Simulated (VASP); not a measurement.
# KCl (Fm-3m) in VASP: notebook

KCl is run at these levels: LDA; tasks: single point.

Program: VASP 6.6.1. These are calculated values, not measurements. Logs are shortened: lines on timing, memory, paths and dates and some standing lists are left out, and cuts for length are marked.

## (1) The cell of the first run

It takes space group Fm-3m (No. 225, cubic). Conventional cell: a = 6.227 Å, b = 6.227 Å, c = 6.227 Å, α = 90.00°, β = 90.00°, γ = 90.00°. K (site symmetry m-3m) has 6 Cl at 3.11 Å within 4.1 Å. Within 4.1 Å of Cl (site symmetry m-3m) lie 6 K at 3.11 Å.

## (2) Single point, LDA (30.18 Å³/atom)

File INCAR:

```
SYSTEM = KCl
ALGO     = Normal         ! electronic algorithm
EDIFF    = 1E-6           ! SCF threshold, eV
ENCUT    = 520            ! plane-wave cutoff, eV
GGA      = CA             ! functional
ISIF     = 2              ! what is computed and relaxed
ISMEAR   = -1             ! smearing method
LASPH    = .TRUE.         ! aspherical terms in the spheres
LCHARG   = .TRUE.         ! write CHGCAR
LELF     = .TRUE.         ! ELF
LREAL    = .FALSE.        ! projectors in reciprocal space
LVHAR    = .TRUE.       
LWAVE    = .FALSE.        ! write WAVECAR
NBANDS   = 15             ! bands
NELM     = 80             ! most SCF steps
PREC     = Accurate       ! precision mode
SIGMA    = 0.03           ! smearing width, eV
```

File KPOINTS:

```
k-points
0
G
  7 7 7
  0 0 0
```

File POSCAR:

```
KCl
1.0
    0.0000000000      3.1134447711      3.1134447711
    3.1134447711      0.0000000000      3.1134447711
    3.1134447711      3.1134447711      0.0000000000
K Cl
1 1
Direct
    0.0000000000      0.0000000000      0.0000000000
    0.5000000000      0.5000000000      0.5000000000
```

Potentials or basis: VASP PAW LDA potentials, release 64 (K_sv, Cl).

Run with:

```bash
$ cat potpaw_LDA.64/K_sv/POTCAR potpaw_LDA.64/Cl/POTCAR > POTCAR
$ mpirun -np 1 vasp_std > vasp.out
```

OUTCAR:

```text
SYSTEM = KCl
   EDIFF = 1E-6
   ENCUT = 520
   GGA = CA
   ISIF = 2
   ISMEAR = -1
   LASPH = .TRUE.
   LREAL = .FALSE.
   NELM = 80
   PREC = Accurate

 ion  position               nearest neighbor table
   1  0.000  0.000  0.000-   2 3.11   2 3.11   2 3.11   2 3.11   2 3.11   2 3.11
   2  0.500  0.500  0.500-   1 3.11   1 3.11   1 3.11   1 3.11   1 3.11   1 3.11

  LATTYP: Found a face centered cubic cell.
 ALAT       =     6.2268895422

  Lattice vectors:

 A1 = (   0.0000000000,   3.1134447711,   3.1134447711)
 A2 = (   3.1134447711,   0.0000000000,   3.1134447711)
 A3 = (   3.1134447711,   3.1134447711,   0.0000000000)

Analysis of symmetry for initial positions (statically):
=====================================================================
 Subroutine PRICEL returns:
 Original cell was already a primitive cell.

 Routine SETGRP: Setting up the symmetry group for a
 face centered cubic supercell.

 Subroutine GETGRP returns: Found 48 space group operations
 (whereof 48 operations were pure point group operations)
 out of a pool of 48 trial point group operations.

The static configuration has the point symmetry O_h .

Analysis of symmetry for dynamics (positions and initial velocities):
=====================================================================
 Subroutine PRICEL returns:
 Original cell was already a primitive cell.

 Routine SETGRP: Setting up the symmetry group for a
 face centered cubic supercell.

 Subroutine GETGRP returns: Found 48 space group operations
 (whereof 48 operations were pure point group operations)
 out of a pool of 48 trial point group operations.

The dynamic configuration has the point symmetry O_h .

 Subroutine INISYM returns: Found 48 space group operations
 (whereof 48 operations are pure point group operations),
 and found     1 'primitive' translations

----------------------------------------------------------------------------------------

                                     Primitive cell

  volume of cell :      60.3606

  direct lattice vectors                    reciprocal lattice vectors
     0.000000000  3.113444771  3.113444771    -0.160593823  0.160593823  0.160593823
     3.113444771  0.000000000  3.113444771     0.160593823 -0.160593823  0.160593823
     3.113444771  3.113444771  0.000000000     0.160593823  0.160593823 -0.160593823

  length of vectors
     4.403075821  4.403075821  4.403075821     0.278156662  0.278156662  0.278156662

  position of ions in fractional coordinates (direct lattice)
     0.000000000  0.000000000  0.000000000
     0.500000000  0.500000000  0.500000000

  ion indices of the primitive-cell ions
   primitive index   ion index
                 1           1
                 2           2

----------------------------------------------------------------------------------------

 KPOINTS: k-points

Automatic generation of k-mesh.
 Grid dimensions read from file:
 generate k-points for:    7    7    7

 Generating k-lattice:

  Cartesian coordinates                     Fractional coordinates (reciprocal lattice)
    -0.022941975  0.022941975  0.022941975     0.142857143  0.000000000  0.000000000
     0.022941975 -0.022941975  0.022941975     0.000000000  0.142857143  0.000000000
     0.022941975  0.022941975 -0.022941975     0.000000000  0.000000000  0.142857143

  Length of vectors
     0.039736666  0.039736666  0.039736666

  Shift w.r.t. Gamma in fractional coordinates (k-lattice)
     0.000000000  0.000000000  0.000000000

 Subroutine IBZKPT returns following result:
 ===========================================

 Found     20 irreducible k-points:

 Following reciprocal coordinates:
            Coordinates               Weight
  0.000000  0.000000  0.000000      1.000000
  0.142857  0.000000  0.000000      8.000000
  0.285714  0.000000  0.000000      8.000000
  0.428571  0.000000  0.000000      8.000000
  0.142857  0.142857  0.000000      6.000000
  0.285714  0.142857  0.000000     24.000000
[... 12 lines left out ...]
 -0.428571  0.428571  0.142857     24.000000
 -0.285714  0.428571  0.142857     24.000000
   k-points           NKPTS =     20   k-points in BZ     NKDIM =     20   number of bands    NBANDS=     15
   number of dos      NEDOS =    301   number of ions     NIONS =      2
   total plane-waves  NPLWV =  46656
   dimension x,y,z NGX =    36 NGY =   36 NGZ =   36
   dimension x,y,z NGXF=    72 NGYF=   72 NGZF=   72
   ions per type =               1   1
   NGX,Y,Z   is equivalent  to a cutoff of  13.59, 13.59, 13.59 a.u.
   NGXF,Y,Z  is equivalent  to a cutoff of  27.18, 27.18, 27.18 a.u.
 SYSTEM =  KCl
   PREC   = accura    normal or accurate (medium, high low for compatibility)
   ISTART =      0    job   : 0-new  1-cont  2-samecut
   ICHARG =      2    charge: 1-file 2-atom 10-const
   ISPIN  =      1    spin polarized calculation?
   LNONCOLLINEAR =      F non collinear calculations
   LSORBIT =      F    spin-orbit coupling
   LASPH  =      T    aspherical Exc in radial PAW
   ENCUT  =  520.0 eV  38.22 Ry    6.18 a.u.   8.19  8.19  8.19*2*pi/ulx,y,z
   NELM   =     80;   NELMIN=  2; NELMDL= -5     # of ELM steps
   EDIFF  = 0.1E-05   stopping-criterion for ELM
   LREAL  =      F    real-space projection
   EDIFFG = 0.1E-04   stopping-criterion for IOM
   NSW    =      0    number of steps for IOM
   IBRION =     -1    ionic relax: 0-MD 1-quasi-New 2-CG
   NFREE  =      0    steps in history (QN), initial steepest desc. (CG)
   ISIF   =      2    stress and relaxation
   ISYM   =      2    0-nonsym 1-usesym 2-fastsym
   POTIM  = 0.5000    time-step for ionic-motion
   TEBEG  =    0.0;   TEEND  =   0.0 temperature during run
   PSTRESS=    0.0 pullay stress
   NELECT =      16.0000    total number of electrons
   NUPDOWN=      -1.0000    fix difference up-down
   EMIN   =  10.00;   EMAX   =-10.00  energy-range for DOS
   EFERMI =   0.00;   METHOD = LEGACY
   ISMEAR =    -1;   SIGMA  =   0.03  broadening in eV -4-tet -1-fermi 0-gaus
   EFERMI_NEDOS =   21; number of points for ismear=-14 and -15
   IALGO  =     38    algorithm
   IMIX   =      4    mixing-type and parameters
     AMIX     =   0.40;   BMIX     =  1.00
     AMIX_MAG =   1.60;   BMIX_MAG =  1.00
  volume/ion in A,a.u.               =      30.18       203.67
  Fermi-wavevector in a.u.,A,eV,Ry     =   1.051632  1.987296 15.047080  1.105929
  Thomas-Fermi vector in A             =   2.186682
   LORBIT       =      0    0 simple, 1 ext, 2 COOP (PROOUT), +10 PAW based schemes
   GGA     = CA    functional components
   LHFCALC =     F    Hartree Fock is set to
   AEXX    =    0.0000 exact exchange contribution
   IVDW    =     0    specifies the selected vdW correction
   LEPSILON=     F    determine dielectric tensor
   LRPA    =     F    only Hartree local field effects (RPA)
 non-spin polarized calculation
  energy-cutoff  :      520.00
  volume of cell :       60.36
 maximum number of plane-waves:      1641
 NGX is ok and might be reduce to    36
   NGX = 17   NGY = 17   NGZ = 17

 number of electron      16.0000002 magnetization

 Free energy of the ion-electron system (eV)
  ---------------------------------------------------
  ext. energy  EPLUGINS =         0.00000000
  ---------------------------------------------------
  free energy    TOTEN  =        -7.38964509 eV

  energy without entropy =       -7.38964509  energy(sigma->0) =       -7.38964509

 E-fermi :  -1.2310     XC(G=0):  -8.2425

 val. band max:       -1.9530357556   @ k =   0.0000   0.0000   0.0000
 cond. band min:       2.8999254681   @ k =   0.0000   0.0000   0.0000
 fundamental gap:      4.8529612237
 Fermi energy:        -1.2309723306

 k-point     1 :       0.0000    0.0000    0.0000
  band No.  band energies     occupation
      1     -28.7115      2.00000
      2     -14.0168      2.00000
      3     -12.4103      2.00000
      4     -12.4103      2.00000
      5     -12.4103      2.00000
      6      -1.9530      2.00000
      7      -1.9530      2.00000
      8      -1.9530      2.00000
      9       2.8999      0.00000
     10       6.1448      0.00000
     11       6.1448      0.00000
     12       6.1448      0.00000
     13       7.0980      0.00000
     14       7.0980      0.00000
     15      10.6242      0.00000

 k-point     2 :       0.1429    0.0000    0.0000
  band No.  band energies     occupation
      1     -28.7088      2.00000
      2     -14.0606      2.00000
      3     -12.4125      2.00000
      4     -12.4125      2.00000
      5     -12.3554      2.00000
      6      -2.2318      2.00000
      7      -2.0281      2.00000
      8      -2.0281      2.00000
      9       3.4121      0.00000
     10       5.9852      0.00000
     11       6.4115      0.00000
     12       6.4115      0.00000
     13       7.3928      0.00000
     14       7.3928      0.00000
     15      11.4280      0.00000

 k-point     3 :       0.2857    0.0000    0.0000
  band No.  band energies     occupation
      1     -28.7029      2.00000
      2     -14.1502      2.00000
      3     -12.4173      2.00000
      4     -12.4173      2.00000
      5     -12.2400      2.00000
      6      -2.7488      2.00000
      7      -2.1882      2.00000
      8      -2.1882      2.00000
      9       4.4921      0.00000
     10       5.9470      0.00000
     11       7.1574      0.00000
     12       7.1574      0.00000
     13       8.1745      0.00000
     14       8.1745      0.00000
     15      11.2657      0.00000

 k-point     4 :       0.4286    0.0000    0.0000
  band No.  band energies     occupation
      1     -28.6981      2.00000
      2     -14.2153      2.00000
      3     -12.4210      2.00000
      4     -12.4210      2.00000
      5     -12.1536      2.00000
      6      -3.0965      2.00000
      7      -2.3090      2.00000
      8      -2.3090      2.00000
      9       5.2323      0.00000
     10       6.3263      0.00000
     11       8.1639      0.00000
     12       8.1639      0.00000
     13       9.0656      0.00000
     14       9.0656      0.00000
     15      10.2653      0.00000
[... 235 lines left out ...]
 k-point    18 :      -0.4286    0.2857    0.1429
  band No.  band energies     occupation
      1     -28.6954      2.00000
      2     -14.1020      2.00000
      3     -12.4894      2.00000
      4     -12.4578      2.00000
      5     -12.2653      2.00000
      6      -2.8379      2.00000
      7      -2.3920      2.00000
      8      -2.3228      2.00000
      9       5.5236      0.00000
     10       5.9723      0.00000
     11       7.6787      0.00000
     12       8.2617      0.00000
     13       8.7910      0.00000
     14       9.3503      0.00000
     15       9.8922      0.00000

 k-point    19 :      -0.4286    0.4286    0.1429
  band No.  band energies     occupation
      1     -28.6940      2.00000
      2     -13.9973      2.00000
      3     -12.5343      2.00000
      4     -12.4959      2.00000
      5     -12.3638      2.00000
      6      -2.6672      2.00000
      7      -2.3535      2.00000
      8      -2.3020      2.00000
      9       4.8159      0.00000
     10       6.3184      0.00000
     11       7.3651      0.00000
     12       8.4001      0.00000
     13       8.6552      0.00000
     14       9.4660      0.00000
     15       9.9837      0.00000

 k-point    20 :      -0.2857    0.4286    0.1429
  band No.  band energies     occupation
      1     -28.6936      2.00000
      2     -14.0280      2.00000
      3     -12.5409      2.00000
      4     -12.4963      2.00000
      5     -12.3094      2.00000
      6      -2.6060      2.00000
      7      -2.5098      2.00000
      8      -2.3593      2.00000
      9       5.4559      0.00000
     10       6.1908      0.00000
     11       7.3877      0.00000
     12       7.8239      0.00000
     13       9.3346      0.00000
     14       9.4598      0.00000
     15      10.2972      0.00000

------------------------ aborting loop because EDIFF is reached ----------------------------------------

  FORCE on cell =-STRESS in cart. coord.  units (eV):
  Direction    XX          YY          ZZ          XY          YZ          ZX
  --------------------------------------------------------------------------------------
  -------------------------------------------------------------------------------------
  Total       -0.5354136     -0.5354136     -0.5354136      0.0000000      0.0000000      0.0000000
  in kB      -14.2117157    -14.2117157    -14.2117157      0.0000000      0.0000000      0.0000000
  external PRESSURE =     -14.2117157 kB  Pullay stress =       0.0000000 kB

 VOLUME and BASIS-vectors are now :
 -----------------------------------------------------------------------------
  energy-cutoff  :      520.00
  volume of cell :       60.36
      direct lattice vectors                 reciprocal lattice vectors
     0.000000000  3.113444771  3.113444771    -0.160593823  0.160593823  0.160593823
     3.113444771  0.000000000  3.113444771     0.160593823 -0.160593823  0.160593823
     3.113444771  3.113444771  0.000000000     0.160593823  0.160593823 -0.160593823

 POSITION                                       TOTAL-FORCE (eV/Angst)
 -----------------------------------------------------------------------------------
      0.00000      0.00000      0.00000         0.000000      0.000000      0.000000
      3.11344      3.11344      3.11344        -0.000000     -0.000000     -0.000000
 -----------------------------------------------------------------------------------
    total drift:                                0.000000      0.000000      0.000000

  FREE ENERGIE OF THE ION-ELECTRON SYSTEM (eV)
  ---------------------------------------------------
  free  energy   TOTEN  =        -7.3896450920 eV

  energy  without entropy=       -7.3896450920  energy(sigma->0) =       -7.38964509
```

Run time: 42 s. Hardware: 1 thread of AMD EPYC 7R13, shared host; peak memory 0.15 GiB.

Results:

- Free energy: -7.3896 eV
- Pressure: -1.4 GPa
- Band gap on the k mesh: 4.85 eV

## (3) Single point, LDA (30.81 Å³/atom)

This run uses another cell than the first one, of 30.81 Å³/atom.

File INCAR:

```
PREC = Accurate
ENCUT = 520
EDIFF = 1E-6
ISMEAR = -1
SIGMA = 0.03
LREAL = F
LASPH = T
NELM = 80
ALGO = Normal
ISIF = 2
LWAVE = F
LCHARG = F
GGA = CA
NBANDS = 15
```

File KPOINTS:

```
regular mesh
0
Gamma
  7 7 7
```

File POSCAR:

```
KCl
1.0
    0.0000000000      3.1349174826      3.1349174826
    3.1349174826      0.0000000000      3.1349174826
    3.1349174826      3.1349174826      0.0000000000
K Cl
1 1
Direct
    0.0000000000      0.0000000000      0.0000000000
    0.5000000000      0.5000000000      0.5000000000
```

Potentials or basis: VASP PAW LDA potentials, release 64 (K_sv, Cl).

Run with:

```bash
$ cat potpaw_LDA.64/K_sv/POTCAR potpaw_LDA.64/Cl/POTCAR > POTCAR
$ mpirun -np 1 vasp_std > vasp.out
```

It took 35 s on 1 thread of AMD EPYC 7R13, shared host; peak memory 0.14 GiB.

The run converged. Its results:

```yaml
Free_energy: -7.3775 eV
Pressure: -1.8 GPa
Band_gap_on_the_k_mesh: 4.78 eV
```

Levels at points of the mesh, in eV from the valence-band top:
```csv
k point,band 4,band 5,band 6,band 7,band 8,band 9,band 10,band 11,band 12,band 13
"(0.00, 0.00, 0.00)",-10.50,-10.50,0.00,0.00,0.00,4.78,8.09,8.09,8.09,9.03
```

## (4) Single point, LDA (31.75 Å³/atom)

This run uses another cell than the first one, of 31.75 Å³/atom.

File INCAR:

```
SYSTEM = KCl
PREC     = Accurate       ! precision mode
ENCUT    = 520            ! plane-wave cutoff, eV
EDIFF    = 1E-6           ! SCF threshold, eV
ISMEAR   = -1             ! smearing method
SIGMA    = 0.03           ! smearing width, eV
LREAL    = .FALSE.        ! projectors in reciprocal space
LASPH    = .TRUE.         ! aspherical terms in the spheres
NELM     = 60             ! most SCF steps
ALGO     = Normal         ! electronic algorithm
ISIF     = 2              ! what is computed and relaxed
LWAVE    = .FALSE.        ! write WAVECAR
LCHARG   = .FALSE.        ! write CHGCAR
GGA      = CA             ! functional
NBANDS   = 15             ! bands
```

File KPOINTS:

```
Automatic mesh
0
G
  7 7 7
  0 0 0
```

File POSCAR:

```
KCl
1.0
    0.0000000000      3.1665854591      3.1665854591
    3.1665854591      0.0000000000      3.1665854591
    3.1665854591      3.1665854591      0.0000000000
K Cl
1 1
Direct
    0.0000000000      0.0000000000      0.0000000000
    0.5000000000      0.5000000000      0.5000000000
```

Run with:

```bash
$ cat potpaw_LDA.64/K_sv/POTCAR potpaw_LDA.64/Cl/POTCAR > POTCAR
$ mpirun -np 1 vasp_std > vasp.out
```

Wall time 32 s (1 thread of AMD EPYC 7R13, shared host); peak memory 0.15 GiB.

The run converged. Its results:

```yaml
Free_energy: -7.3547 eV
Pressure: -2.2 GPa
Band_gap_on_the_k_mesh: 4.69 eV
```

Levels at points of the mesh, in eV from the valence-band top:
```
           k point  band 6  band 7  band 8  band 9  band 10  band 11
(0.00, 0.00, 0.00)    0.00    0.00    0.00    4.69     8.08     8.08
```

Caveat: an odd mesh through Γ misses points on the zone boundary, where band edges can lie.

## (5) Single point, LDA (31.12 Å³/atom)

This run uses another cell than the first one, of 31.12 Å³/atom.

File INCAR:

```
ALGO = Normal
EDIFF = 1E-7
ENCUT = 520
GGA = CA
ISIF = 2
ISMEAR = -1
LASPH = True
LCHARG = False
LREAL = False
LWAVE = False
NBANDS = 15
NELM = 100
PREC = Accurate
SIGMA = 0.03
```

File KPOINTS:

```
k-points
0
Gamma
  7 7 7
```

File POSCAR:

```
KCl
1.0
    0.0000000000      3.1455444028      3.1455444028
    3.1455444028      0.0000000000      3.1455444028
    3.1455444028      3.1455444028      0.0000000000
K Cl
1 1
Direct
    0.0000000000      0.0000000000      0.0000000000
    0.5000000000      0.5000000000      0.5000000000
```

Run with:

```bash
$ cat potpaw_LDA.64/K_sv/POTCAR potpaw_LDA.64/Cl/POTCAR > POTCAR
$ mpirun -np 1 vasp_std > vasp.out
```

Wall time 38 s (1 thread of AMD EPYC 7R13, shared host); peak memory 0.15 GiB.

Results (log left out):

```
Free energy            : -7.3704 eV
Pressure               : -1.9 GPa
Band gap on the k mesh : 4.75 eV
```

Levels at points of the mesh, in eV from the valence-band top:
| k point | band 6 | band 7 | band 8 | band 9 | band 10 | band 11 |
| --- | --- | --- | --- | --- | --- | --- |
| (0.00, 0.00, 0.00) | 0.00 | 0.00 | 0.00 | 4.75 | 8.09 | 8.09 |

Caveat: an odd mesh through Γ misses points on the zone boundary, where band edges can lie.

## (6) Overview

```tsv
cell	gap on the mesh (eV)	pressure (GPa)
a = 4.403 Å, angles 60.0°, 2 atoms	4.85	-1.4
a = 4.433 Å, angles 60.0°, 2 atoms	4.78	-1.8
a = 4.478 Å, angles 60.0°, 2 atoms	4.69	-2.2
a = 4.448 Å, angles 60.0°, 2 atoms	4.75	-1.9
```

Alike in all rows: task single point; level LDA; potentials or basis VASP PAW LDA potentials, release 64 (K_sv, Cl); no spin polarisation; k mesh 7 × 7 × 7; cutoff (eV) 520; smearing fermi-dirac 0.03 eV.

Caveats: an odd mesh through Γ misses points on the zone boundary, where band edges can lie (at least some runs).

Total energies depend on the potentials used, so only differences within one code and one set of settings carry meaning.
